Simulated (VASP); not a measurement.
# Co5W (P4/mmm) in VASP: further runs

The runs below take Co5W through single point, with PBE.

Program: VASP 6.6.1. These are calculated values, not measurements. Logs are shortened: lines on timing, memory, paths and dates and some standing lists are left out, and cuts for length are marked.

### 1 The cell of the first run

It takes space group P4/mmm (No. 123, tetragonal). The conventional cell has a = 2.541 Å, b = 2.541 Å, c = 10.782 Å, α = 90.00°, β = 90.00°, γ = 90.00°. Co (site symmetry 4mm) has 8 Co at 2.54 Å and 4 W at 2.54 Å within 3.4 Å. Co (site symmetry 4mm) has 12 Co at 2.54 Å within 3.4 Å. Within 3.4 Å of Co (site symmetry 4/mmm) lie 12 Co at 2.54 Å. Within 3.4 Å of W (site symmetry 4/mmm) lie 4 W at 2.54 Å and 8 Co at 2.54 Å.

### 2 Single point, PBE, collinear spin, ferromagnetic start

INCAR

```
  PREC = Accurate
  ENCUT = 600
  EDIFF = 1E-6
  ISMEAR = 0
  SIGMA = 0.1
  LREAL = F
  LASPH = T
  NELM = 200
  ALGO = Normal
  ISIF = 2
  LWAVE = F
  LCHARG = F
  ISPIN = 2
  MAGMOM = 3 3 3 3 3 0
  LORBIT = 11
  LMAXMIX = 4
  GGA = PE
  NBANDS = 42
  GGA_COMPAT = F
```

KPOINTS

```
regular mesh
0
Gamma
  6 6 2
```

POSCAR

```
Co5W
1.0
    2.5414228400      0.0000000000      0.0000000000
    0.0000000000      2.5414228400      0.0000000000
    0.0000000000      0.0000000000     10.7823439400
Co W
5 1
Direct
    0.5000000000      0.5000000000      0.1666666700
    0.0000000000      0.0000000000      0.3333333300
    0.5000000000      0.5000000000      0.5000000000
    0.0000000000      0.0000000000      0.6666666700
    0.5000000000      0.5000000000      0.8333333300
    0.0000000000      0.0000000000      0.0000000000
```

Potentials or basis: VASP PAW PBE potentials, release 64 (Co, W_sv).

Started as:

```bash
> cat potpaw_PBE.64/Co/POTCAR potpaw_PBE.64/W_sv/POTCAR > POTCAR
> mpirun -np 1 vasp_std > vasp.out
```

OUTCAR:

```text
PREC = Accurate
   ENCUT = 600
   EDIFF = 1E-6
   ISMEAR = 0
   LREAL = F
   LASPH = T
   NELM = 200
   ISIF = 2
   ISPIN = 2
   LORBIT = 11
   GGA = PE

 ion  position               nearest neighbor table
   1  0.500  0.500  0.167-   2 2.54   2 2.54   2 2.54   2 2.54   6 2.54   6 2.54   6 2.54   6 2.54

   2  0.000  0.000  0.333-   1 2.54   1 2.54   1 2.54   1 2.54   3 2.54   3 2.54   3 2.54   3 2.54

   3  0.500  0.500  0.500-   2 2.54   4 2.54   2 2.54   4 2.54   2 2.54   4 2.54   2 2.54   4 2.54

   4  0.000  0.000  0.667-   5 2.54   5 2.54   5 2.54   5 2.54   3 2.54   3 2.54   3 2.54   3 2.54

   5  0.500  0.500  0.833-   4 2.54   4 2.54   4 2.54   4 2.54   6 2.54   6 2.54   6 2.54   6 2.54

   6  0.000  0.000  0.000-   1 2.54   5 2.54   1 2.54   5 2.54   1 2.54   5 2.54   1 2.54   5 2.54

  LATTYP: Found a simple tetragonal cell.
 ALAT       =     2.5414228400
 C/A-ratio  =     4.2426406855

  Lattice vectors:

 A1 = (   2.5414228400,   0.0000000000,   0.0000000000)
 A2 = (   0.0000000000,   2.5414228400,   0.0000000000)
 A3 = (   0.0000000000,   0.0000000000,  10.7823439400)

Analysis of symmetry for initial positions (statically):
=====================================================================
 Subroutine PRICEL returns:
 Original cell was already a primitive cell.

 Routine SETGRP: Setting up the symmetry group for a
 simple tetragonal supercell.

 Subroutine GETGRP returns: Found 16 space group operations
 (whereof 16 operations were pure point group operations)
 out of a pool of 16 trial point group operations.

The static configuration has the point symmetry D_4h.

Analysis of symmetry for dynamics (positions and initial velocities):
=====================================================================
 Subroutine PRICEL returns:
 Original cell was already a primitive cell.

 Routine SETGRP: Setting up the symmetry group for a
 simple tetragonal supercell.

 Subroutine GETGRP returns: Found 16 space group operations
 (whereof 16 operations were pure point group operations)
 out of a pool of 16 trial point group operations.

The dynamic configuration has the point symmetry D_4h.

Analysis of structural, dynamic, and magnetic symmetry:
=====================================================================
 Subroutine PRICEL returns:
 Original cell was already a primitive cell.

 Routine SETGRP: Setting up the symmetry group for a
 simple tetragonal supercell.

 Subroutine GETGRP returns: Found 16 space group operations
 (whereof 16 operations were pure point group operations)
 out of a pool of 16 trial point group operations.

The overall configuration has the point symmetry D_4h.

 Subroutine INISYM returns: Found 16 space group operations
 (whereof 16 operations are pure point group operations),
 and found     1 'primitive' translations

----------------------------------------------------------------------------------------

                                     Primitive cell

  volume of cell :      69.6413

  direct lattice vectors                    reciprocal lattice vectors
     2.541422840  0.000000000  0.000000000     0.393480370  0.000000000  0.000000000
     0.000000000  2.541422840  0.000000000     0.000000000  0.393480370  0.000000000
     0.000000000  0.000000000 10.782343940     0.000000000  0.000000000  0.092744213

  length of vectors
     2.541422840  2.541422840 10.782343940     0.393480370  0.393480370  0.092744213

  position of ions in fractional coordinates (direct lattice)
     0.500000000  0.500000000  0.166666670
     0.000000000  0.000000000  0.333333330
     0.500000000  0.500000000  0.500000000
     0.000000000  0.000000000  0.666666670
     0.500000000  0.500000000  0.833333330
     0.000000000  0.000000000  0.000000000

  ion indices of the primitive-cell ions
   primitive index   ion index
                 1           1
                 2           2
                 3           3
                 4           4
                 5           5
                 6           6

[... 32 lines left out ...]
  0.166667  0.166667  0.000000      4.000000
  0.333333  0.166667  0.000000      8.000000
[... 12 lines left out ...]
  0.500000  0.333333  0.500000      4.000000
  0.500000  0.500000  0.500000      1.000000
   k-points           NKPTS =     20   k-points in BZ     NKDIM =     20   number of bands    NBANDS=     42
   number of dos      NEDOS =    301   number of ions     NIONS =      6
   total plane-waves  NPLWV =  36000
   dimension x,y,z NGX =    20 NGY =   20 NGZ =   90
   dimension x,y,z NGXF=    40 NGYF=   40 NGZF=  180
   ions per type =               5   1
   NGX,Y,Z   is equivalent  to a cutoff of  13.08, 13.08, 13.88 a.u.
   NGXF,Y,Z  is equivalent  to a cutoff of  26.17, 26.17, 27.75 a.u.
 SYSTEM =  unknown system
   PREC   = accura    normal or accurate (medium, high low for compatibility)
   ISTART =      0    job   : 0-new  1-cont  2-samecut
   ICHARG =      2    charge: 1-file 2-atom 10-const
   ISPIN  =      2    spin polarized calculation?
   LNONCOLLINEAR =      F non collinear calculations
   LSORBIT =      F    spin-orbit coupling
   LASPH  =      T    aspherical Exc in radial PAW
   ENCUT  =  600.0 eV  44.10 Ry    6.64 a.u.   5.08  5.08 21.54*2*pi/ulx,y,z
   NELM   =    200;   NELMIN=  2; NELMDL= -5     # of ELM steps
   EDIFF  = 0.1E-05   stopping-criterion for ELM
   LREAL  =      F    real-space projection
   EDIFFG = 0.1E-04   stopping-criterion for IOM
   NSW    =      0    number of steps for IOM
   IBRION =     -1    ionic relax: 0-MD 1-quasi-New 2-CG
   NFREE  =      0    steps in history (QN), initial steepest desc. (CG)
   ISIF   =      2    stress and relaxation
   ISYM   =      2    0-nonsym 1-usesym 2-fastsym
   POTIM  = 0.5000    time-step for ionic-motion
   TEBEG  =    0.0;   TEEND  =   0.0 temperature during run
   PSTRESS=    0.0 pullay stress
   NELECT =      59.0000    total number of electrons
   NUPDOWN=      -1.0000    fix difference up-down
   EMIN   =  10.00;   EMAX   =-10.00  energy-range for DOS
   EFERMI =   0.00;   METHOD = LEGACY
   ISMEAR =     0;   SIGMA  =   0.10  broadening in eV -4-tet -1-fermi 0-gaus
   EFERMI_NEDOS =   21; number of points for ismear=-14 and -15
   IALGO  =     38    algorithm
   IMIX   =      4    mixing-type and parameters
     AMIX     =   0.40;   BMIX     =  1.00
     AMIX_MAG =   1.60;   BMIX_MAG =  1.00
  volume/ion in A,a.u.               =      11.61        78.33
  Fermi-wavevector in a.u.,A,eV,Ry     =   1.549066  2.927310 32.648600  2.399604
  Thomas-Fermi vector in A             =   2.653926
   LORBIT       =     11    0 simple, 1 ext, 2 COOP (PROOUT), +10 PAW based schemes
   GGA     = PE    functional components
   LHFCALC =     F    Hartree Fock is set to
   AEXX    =    0.0000 exact exchange contribution
   IVDW    =     0    specifies the selected vdW correction
   LEPSILON=     F    determine dielectric tensor
   LRPA    =     F    only Hartree local field effects (RPA)
 spin polarized calculation
 Gauss-broadening in eV      SIGMA  =   0.10
  energy-cutoff  :      600.00
  volume of cell :       69.64
 maximum number of plane-waves:      2358
   NGX = 11   NGY = 11   NGZ = 43

 number of electron      59.0000017 magnetization      10.7467437

 number of electron      59.0000016 magnetization       6.3334124

 Free energy of the ion-electron system (eV)
  ---------------------------------------------------
  ext. energy  EPLUGINS =         0.00000000
  ---------------------------------------------------
  free energy    TOTEN  =       -47.24849229 eV

  energy without entropy =      -47.21696062  energy(sigma->0) =      -47.23272646

 E-fermi :  10.5148     XC(G=0): -13.4636

 val. band max:       10.5115507859   @ k =   0.0000   0.0000   0.5000
 cond. band min:      10.5200670397   @ k =   0.1667   0.1667   0.5000
 fundamental gap:      0.0085162538
 Fermi energy:        10.5148214378

 spin component 1

 k-point     1 :       0.0000    0.0000    0.0000
  band No.  band energies     occupation
      1     -63.0922      1.00000
      2     -27.5033      1.00000
      3     -26.5362      1.00000
      4     -26.5362      1.00000
      5       1.3786      1.00000
      6       2.7486      1.00000
[... 869 lines left out ...]
     40      19.3712      0.00000
     41      19.6110      0.00000
 Fermi energy:        10.5148214378

 spin component 2

 k-point     1 :       0.0000    0.0000    0.0000
  band No.  band energies     occupation
      1     -63.1071      1.00000
      2     -27.5612      1.00000
      3     -26.5390      1.00000
      4     -26.5390      1.00000
      5       1.3654      1.00000
      6       2.7645      1.00000
[... 869 lines left out ...]
     40      19.6007      0.00000
     41      19.8946      0.00000
 [bands above 41 left out]

------------------------ aborting loop because EDIFF is reached ----------------------------------------

  FORCE on cell =-STRESS in cart. coord.  units (eV):
  Direction    XX          YY          ZZ          XY          YZ          ZX
  --------------------------------------------------------------------------------------
  -------------------------------------------------------------------------------------
  Total        3.4142782      3.4142782      1.7297976      0.0000000      0.0000000     -0.0000000
  in kB       78.5493244     78.5493244     39.7959458      0.0000000      0.0000000     -0.0000000
  external PRESSURE =      65.6315315 kB  Pullay stress =       0.0000000 kB

 VOLUME and BASIS-vectors are now :
 -----------------------------------------------------------------------------
  energy-cutoff  :      600.00
  volume of cell :       69.64
      direct lattice vectors                 reciprocal lattice vectors
     2.541422840  0.000000000  0.000000000     0.393480370  0.000000000  0.000000000
     0.000000000  2.541422840  0.000000000     0.000000000  0.393480370  0.000000000
     0.000000000  0.000000000 10.782343940     0.000000000  0.000000000  0.092744213

 POSITION                                       TOTAL-FORCE (eV/Angst)
 -----------------------------------------------------------------------------------
      1.27071      1.27071      1.79706        -0.000000     -0.000000      1.994316
      0.00000      0.00000      3.59411        -0.000000      0.000000      0.001191
      1.27071      1.27071      5.39117         0.000000      0.000000      0.000000
      0.00000      0.00000      7.18823         0.000000      0.000000     -0.001191
      1.27071      1.27071      8.98529         0.000000     -0.000000     -1.994316
      0.00000      0.00000      0.00000         0.000000      0.000000      0.000000
 -----------------------------------------------------------------------------------
    total drift:                               -0.000000     -0.000000      0.000000

  FREE ENERGIE OF THE ION-ELECTRON SYSTEM (eV)
  ---------------------------------------------------
  free  energy   TOTEN  =       -47.2484922920 eV

  energy  without entropy=      -47.2169606217  energy(sigma->0) =      -47.23272646

 total charge

# of ion       s       p       d       tot
------------------------------------------
    1        0.513   0.562   7.362   8.438
    2        0.465   0.467   7.206   8.138
    3        0.460   0.469   7.219   8.148
    4        0.465   0.467   7.206   8.138
    5        0.513   0.562   7.362   8.438
    6        2.464   6.375   3.600  12.439
--------------------------------------------------
tot          4.881   8.901  39.956  53.738

 magnetization (x)

# of ion       s       p       d       tot
------------------------------------------
    1       -0.004  -0.035   0.755   0.715
    2       -0.007  -0.037   1.724   1.680
    3       -0.014  -0.045   1.773   1.715
    4       -0.007  -0.037   1.724   1.680
    5       -0.004  -0.035   0.755   0.715
    6       -0.004  -0.015  -0.026  -0.045
--------------------------------------------------
tot         -0.041  -0.204   6.706   6.460
```

Wall time 4.6 min (1 thread of Oxide Virtual Turin-like, shared host); peak memory 0.25 GiB.

What came out:

```
Free energy                                           : -47.2485 eV
Pressure                                              : 6.6 GPa
Largest force                                         : 1.994 eV/Å
Net moment                                            : 6.33 μB per cell
Site moments                                          : Co +0.71, +1.68, +1.72 (each value once); W -0.04 μB
Valence electrons inside the program's atomic spheres : Co 8.44, 8.14, 8.15 (each value once); W 12.44
```

Forces in eV/Å, atoms in the order of the input:
```
Co   0.000  0.000  1.994
Co   0.000  0.000  0.001
Co   0.000  0.000  0.000
Co   0.000  0.000 -0.001
Co   0.000  0.000 -1.994
W    0.000  0.000  0.000
```

Stress tensor (GPa, compression positive):
```
7.85 0.00 0.00
0.00 7.85 0.00
0.00 0.00 3.98
```

Caveat: the k points lie up to 0.41 Å⁻¹ apart; spin-orbit coupling is left out, which moves the levels of the heavy elements; forces of over 1 eV/Å act on the atoms, so gaps and moduli don't describe the material at rest.

(Continued in part 2 of 2.)
